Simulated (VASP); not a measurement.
Wanted: the native input for a VASP 6.6.1 run.

```
Task                   : single point
Functional             : PBE
Potentials or basis    : VASP PAW PBE potentials, release 64 (W_sv, S)
Cutoff                 : 520 eV
k mesh                 : 10 × 10 × 2
Occupations            : gaussian, width 0.011 eV
Spin                   : no spin polarisation
Dipole correction      : no
Further INCAR settings : ALGO = Normal; EDIFF = 1e-06; NBANDS = 20
```

The structure of WS2 lies in POSCAR:

```
WS2
1.0
    3.1835163552      0.0000000000      0.0000000000
   -1.5917581776      2.7570060369      0.0000000000
    0.0000000000      0.0000000000     16.9505778900
W S
1 2
Direct
    0.0000000000      0.0000000000      0.0000000000
    0.3333333333      0.6666666667      0.0920005100
    0.3333333333      0.6666666667      0.9079994900
```

The input as run:

INCAR

```
PREC = Accurate
ENCUT = 520
EDIFF = 1E-6
ISMEAR = 0
SIGMA = 0.011
LREAL = False
LASPH = True
NELM = 60
ALGO = Normal
ISIF = 2
LWAVE = False
LCHARG = True
GGA = PE
LELF = True
LVHAR = True
NBANDS = 20
```

KPOINTS

```
regular mesh
0
Gamma
  10 10 2
```

Potentials or basis: VASP PAW PBE potentials, release 64 (W_sv, S).

The run is started by

```bash
$ cat potpaw_PBE.64/W_sv/POTCAR potpaw_PBE.64/S/POTCAR > POTCAR
$ mpirun -np 1 vasp_std > vasp.out
```

It gave:

- Largest force: 0.263 eV/Å
- Band gap on the k mesh: 2.00 eV (least direct gap 2.16 eV)

Caveat: spin-orbit coupling is left out, which moves the levels of the heavy elements.

Wall time 2.6 min on 1 thread of Intel Xeon 8259CL, on a shared host, peak memory 0.28 GiB.
